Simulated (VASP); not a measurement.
# MgSe (Fm-3m) in VASP: settings compared

Aim: see how the results for MgSe move with the level of theory and the settings. Levels: PBE, LDA. Tasks: single point.

Program: VASP 6.6.1. These are calculated values, not measurements. Logs are shortened: lines on timing, memory, paths and dates and some standing lists are left out, and cuts for length are marked.

**1. The cell of the first run**

Symmetry: Fm-3m, No. 225, cubic system. Conventional cell: a = 5.523 Å, b = 5.523 Å, c = 5.523 Å, α = 90.00°, β = 90.00°, γ = 90.00°. Within 3.6 Å of Mg (site symmetry m-3m) lie 6 Se at 2.76 Å. Se (site symmetry m-3m) has 6 Mg at 2.76 Å within 3.6 Å.

**2. Single point, PBE (volume scaled by 1.04)**

Input file INCAR:

```
SYSTEM = MgSe
PREC = Accurate
ENCUT = 600
EDIFF = 1E-6
ISMEAR = -1
SIGMA = 0.02
LREAL = .False.
LASPH = .True.
NELM = 120
ALGO = Normal
ISIF = 2
LWAVE = .False.
LCHARG = .True.
GGA = PE
LELF = .True.
LVHAR = .True.
NBANDS = 11
GGA_COMPAT = .False.
```

Input file KPOINTS:

```
Automatic mesh
0
Gamma
  8 8 8
  0 0 0
```

Input file POSCAR:

```
MgSe
1.0
    0.0000000000      2.7613659551      2.7613659551
    2.7613659551      0.0000000000      2.7613659551
    2.7613659551      2.7613659551      0.0000000000
Mg Se
1 1
Direct
    0.0000000000      0.0000000000      0.0000000000
    0.5000000000      0.5000000000      0.5000000000
```

Potentials or basis: VASP PAW PBE potentials, release 64 (Mg, Se).

On the command line:

```
cat potpaw_PBE.64/Mg/POTCAR potpaw_PBE.64/Se/POTCAR > POTCAR
mpirun -np 1 vasp_std > vasp.out
```

OUTCAR:

```text
SYSTEM = MgSe
   PREC = Accurate
   ENCUT = 600
   EDIFF = 1E-6
   ISMEAR = -1
   LREAL = .False.
   LASPH = .True.
   NELM = 120
   ISIF = 2
   GGA = PE

 ion  position               nearest neighbor table
   1  0.000  0.000  0.000-   2 2.76   2 2.76   2 2.76   2 2.76   2 2.76   2 2.76
   2  0.500  0.500  0.500-   1 2.76   1 2.76   1 2.76   1 2.76   1 2.76   1 2.76

  LATTYP: Found a face centered cubic cell.
 ALAT       =     5.5227319102

  Lattice vectors:

 A1 = (   0.0000000000,   2.7613659551,   2.7613659551)
 A2 = (   2.7613659551,   0.0000000000,   2.7613659551)
 A3 = (   2.7613659551,   2.7613659551,   0.0000000000)

Analysis of symmetry for initial positions (statically):
=====================================================================
 Subroutine PRICEL returns:
 Original cell was already a primitive cell.

 Routine SETGRP: Setting up the symmetry group for a
 face centered cubic supercell.

 Subroutine GETGRP returns: Found 48 space group operations
 (whereof 48 operations were pure point group operations)
 out of a pool of 48 trial point group operations.

The static configuration has the point symmetry O_h .

Analysis of symmetry for dynamics (positions and initial velocities):
=====================================================================
 Subroutine PRICEL returns:
 Original cell was already a primitive cell.

 Routine SETGRP: Setting up the symmetry group for a
 face centered cubic supercell.

 Subroutine GETGRP returns: Found 48 space group operations
 (whereof 48 operations were pure point group operations)
 out of a pool of 48 trial point group operations.

The dynamic configuration has the point symmetry O_h .

 Subroutine INISYM returns: Found 48 space group operations
 (whereof 48 operations are pure point group operations),
 and found     1 'primitive' translations

----------------------------------------------------------------------------------------

                                     Primitive cell

  volume of cell :      42.1116

  direct lattice vectors                    reciprocal lattice vectors
     0.000000000  2.761365955  2.761365955    -0.181069807  0.181069807  0.181069807
     2.761365955  0.000000000  2.761365955     0.181069807 -0.181069807  0.181069807
     2.761365955  2.761365955  0.000000000     0.181069807  0.181069807 -0.181069807

  length of vectors
     3.905161184  3.905161184  3.905161184     0.313622105  0.313622105  0.313622105

  position of ions in fractional coordinates (direct lattice)
     0.000000000  0.000000000  0.000000000
     0.500000000  0.500000000  0.500000000

  ion indices of the primitive-cell ions
   primitive index   ion index
                 1           1
                 2           2

----------------------------------------------------------------------------------------

 KPOINTS: Automatic mesh

Automatic generation of k-mesh.
 Grid dimensions read from file:
 generate k-points for:    8    8    8

 Generating k-lattice:

  Cartesian coordinates                     Fractional coordinates (reciprocal lattice)
    -0.022633726  0.022633726  0.022633726     0.125000000  0.000000000  0.000000000
     0.022633726 -0.022633726  0.022633726     0.000000000  0.125000000  0.000000000
     0.022633726  0.022633726 -0.022633726     0.000000000  0.000000000  0.125000000

  Length of vectors
     0.039202763  0.039202763  0.039202763

  Shift w.r.t. Gamma in fractional coordinates (k-lattice)
     0.000000000  0.000000000  0.000000000

 Subroutine IBZKPT returns following result:
 ===========================================

 Found     29 irreducible k-points:

 Following reciprocal coordinates:
            Coordinates               Weight
  0.000000  0.000000  0.000000      1.000000
  0.125000  0.000000  0.000000      8.000000
  0.250000  0.000000  0.000000      8.000000
  0.375000  0.000000  0.000000      8.000000
  0.500000  0.000000  0.000000      4.000000
  0.125000  0.125000  0.000000      6.000000
[... 16 lines left out ...]
  0.500000  0.250000  0.125000     48.000000
 -0.375000  0.250000  0.125000     24.000000
 [... further k-points ...]
   k-points           NKPTS =     29   k-points in BZ     NKDIM =     29   number of bands    NBANDS=     11
   number of dos      NEDOS =    301   number of ions     NIONS =      2
   total plane-waves  NPLWV =  32768
   dimension x,y,z NGX =    32 NGY =   32 NGZ =   32
   dimension x,y,z NGXF=    64 NGYF=   64 NGZF=   64
   ions per type =               1   1
   NGX,Y,Z   is equivalent  to a cutoff of  13.62, 13.62, 13.62 a.u.
   NGXF,Y,Z  is equivalent  to a cutoff of  27.25, 27.25, 27.25 a.u.
 SYSTEM =  MgSe
   PREC   = accura    normal or accurate (medium, high low for compatibility)
   ISTART =      0    job   : 0-new  1-cont  2-samecut
   ICHARG =      2    charge: 1-file 2-atom 10-const
   ISPIN  =      1    spin polarized calculation?
   LNONCOLLINEAR =      F non collinear calculations
   LSORBIT =      F    spin-orbit coupling
   LASPH  =      T    aspherical Exc in radial PAW
   ENCUT  =  600.0 eV  44.10 Ry    6.64 a.u.   7.80  7.80  7.80*2*pi/ulx,y,z
   NELM   =    120;   NELMIN=  2; NELMDL= -5     # of ELM steps
   EDIFF  = 0.1E-05   stopping-criterion for ELM
   LREAL  =      F    real-space projection
   EDIFFG = 0.1E-04   stopping-criterion for IOM
   NSW    =      0    number of steps for IOM
   IBRION =     -1    ionic relax: 0-MD 1-quasi-New 2-CG
   NFREE  =      0    steps in history (QN), initial steepest desc. (CG)
   ISIF   =      2    stress and relaxation
   ISYM   =      2    0-nonsym 1-usesym 2-fastsym
   POTIM  = 0.5000    time-step for ionic-motion
   TEBEG  =    0.0;   TEEND  =   0.0 temperature during run
   PSTRESS=    0.0 pullay stress
   NELECT =       8.0000    total number of electrons
   NUPDOWN=      -1.0000    fix difference up-down
   EMIN   =  10.00;   EMAX   =-10.00  energy-range for DOS
   EFERMI =   0.00;   METHOD = LEGACY
   ISMEAR =    -1;   SIGMA  =   0.02  broadening in eV -4-tet -1-fermi 0-gaus
   EFERMI_NEDOS =   21; number of points for ismear=-14 and -15
   IALGO  =     38    algorithm
   IMIX   =      4    mixing-type and parameters
     AMIX     =   0.40;   BMIX     =  1.00
     AMIX_MAG =   1.60;   BMIX_MAG =  1.00
  volume/ion in A,a.u.               =      21.06       142.09
  Fermi-wavevector in a.u.,A,eV,Ry     =   0.941104  1.778428 12.050359  0.885676
  Thomas-Fermi vector in A             =   2.068582
   LORBIT       =      0    0 simple, 1 ext, 2 COOP (PROOUT), +10 PAW based schemes
   GGA     = PE    functional components
   LHFCALC =     F    Hartree Fock is set to
   AEXX    =    0.0000 exact exchange contribution
   IVDW    =     0    specifies the selected vdW correction
   LEPSILON=     F    determine dielectric tensor
   LRPA    =     F    only Hartree local field effects (RPA)
 non-spin polarized calculation
  energy-cutoff  :      600.00
  volume of cell :       42.11
 maximum number of plane-waves:      1424
   NGX = 15   NGY = 15   NGZ = 15

 number of electron       8.0000000 magnetization

 Free energy of the ion-electron system (eV)
  ---------------------------------------------------
  ext. energy  EPLUGINS =         0.00000000
  ---------------------------------------------------
  free energy    TOTEN  =        -7.48973055 eV

  energy without entropy =       -7.48973055  energy(sigma->0) =       -7.48973055

 E-fermi :   3.3804     XC(G=0):  -9.3320

 val. band max:        2.9032882157   @ k =   0.0000   0.0000   0.0000
 cond. band min:       4.6386464484   @ k =   0.5000   0.5000   0.0000
 fundamental gap:      1.7353582326
 Fermi energy:         3.3803512653

 k-point     1 :       0.0000    0.0000    0.0000
  band No.  band energies     occupation
      1      -9.8292      2.00000
      2       2.9033      2.00000
      3       2.9033      2.00000
      4       2.9033      2.00000
      5       5.2432      0.00000
      6      10.3269      0.00000
      7      10.3269      0.00000
      8      10.3269      0.00000
      9      12.8012      0.00000
     10      12.8012      0.00000
     11      13.8329      0.00000

 k-point     2 :       0.1250    0.0000    0.0000
  band No.  band energies     occupation
      1      -9.7054      2.00000
      2       1.7097      2.00000
      3       2.8106      2.00000
      4       2.8106      2.00000
      5       6.2231      0.00000
      6       9.9862      0.00000
      7      10.5283      0.00000
      8      10.5283      0.00000
      9      11.7741      0.00000
     10      11.7741      0.00000
     11      13.4453      0.00000

 k-point     3 :       0.2500    0.0000    0.0000
  band No.  band energies     occupation
      1      -9.3755      2.00000
      2      -0.0097      2.00000
      3       2.6089      2.00000
      4       2.6089      2.00000
      5       6.8901      0.00000
      6       9.9159      0.00000
      7       9.9159      0.00000
      8      10.4666      0.00000
      9      12.4082      0.00000
     10      12.4082      0.00000
     11      12.7221      0.00000

 k-point     4 :       0.3750    0.0000    0.0000
  band No.  band energies     occupation
      1      -8.9855      2.00000
      2      -1.3292      2.00000
      3       2.4320      2.00000
      4       2.4320      2.00000
      5       6.7784      0.00000
      6       9.2035      0.00000
      7       9.2035      0.00000
      8      11.2611      0.00000
      9      13.0517      0.00000
     10      14.2868      0.00000
     11      14.2868      0.00000
[... 239 lines left out ...]
 k-point    22 :       0.3750    0.2500    0.1250
  band No.  band energies     occupation
      1      -9.1202      2.00000
      2      -0.2526      2.00000
      3       1.4538      2.00000
      4       2.2480      2.00000
      5       7.6126      0.00000
      6       8.9569      0.00000
      7       9.0644      0.00000
      8      11.1459      0.00000
      9      12.3234      0.00000
     10      15.1790      0.00000
     11      15.5824      0.00000

 k-point    23 :       0.5000    0.2500    0.1250
  band No.  band energies     occupation
      1      -8.7947      2.00000
      2      -0.9983      2.00000
      3       0.9338      2.00000
      4       1.9294      2.00000
      5       7.5584      0.00000
      6       8.5271      0.00000
      7      10.0636      0.00000
      8      11.0344      0.00000
      9      13.5726      0.00000
     10      15.4065      0.00000
     11      16.1264      0.00000

 k-point    24 :      -0.3750    0.2500    0.1250
  band No.  band energies     occupation
      1      -8.6438      2.00000
      2      -1.3339      2.00000
      3       0.7965      2.00000
      4       1.7610      2.00000
      5       7.5475      0.00000
      6       8.2449      0.00000
      7      10.5267      0.00000
      8      11.7852      0.00000
      9      13.8189      0.00000
     10      14.3778      0.00000
     11      16.8084      0.00000

 [... further k-points ...]
[... 5 lines left out ...]
  --------------------------------------------------------------------------------------
  -------------------------------------------------------------------------------------
  Total       -0.1558747     -0.1558747     -0.1558747     -0.0000000      0.0000000      0.0000000
  in kB       -5.9304064     -5.9304064     -5.9304064     -0.0000000      0.0000000      0.0000000
  external PRESSURE =      -5.9304064 kB  Pullay stress =       0.0000000 kB

 VOLUME and BASIS-vectors are now :
 -----------------------------------------------------------------------------
  energy-cutoff  :      600.00
  volume of cell :       42.11
      direct lattice vectors                 reciprocal lattice vectors
     0.000000000  2.761365955  2.761365955    -0.181069807  0.181069807  0.181069807
     2.761365955  0.000000000  2.761365955     0.181069807 -0.181069807  0.181069807
     2.761365955  2.761365955  0.000000000     0.181069807  0.181069807 -0.181069807

 POSITION                                       TOTAL-FORCE (eV/Angst)
 -----------------------------------------------------------------------------------
      0.00000      0.00000      0.00000         0.000000      0.000000      0.000000
      2.76137      2.76137      2.76137        -0.000000     -0.000000      0.000000
 -----------------------------------------------------------------------------------
    total drift:                               -0.000000     -0.000000      0.000000

  FREE ENERGIE OF THE ION-ELECTRON SYSTEM (eV)
  ---------------------------------------------------
  free  energy   TOTEN  =        -7.4897305528 eV

  energy  without entropy=       -7.4897305528  energy(sigma->0) =       -7.48973055
```

Wall time 21 s (1 thread of AMD EPYC 7R43 (Zen 3), shared host); peak memory 0.14 GiB.

Results:

- Free energy: -7.4897 eV
- Pressure: -0.6 GPa
- Band gap on the k mesh: 1.74 eV, indirect (least direct gap 2.34 eV)

 A k mesh can miss the band edges.

[end of part 1 of 2]
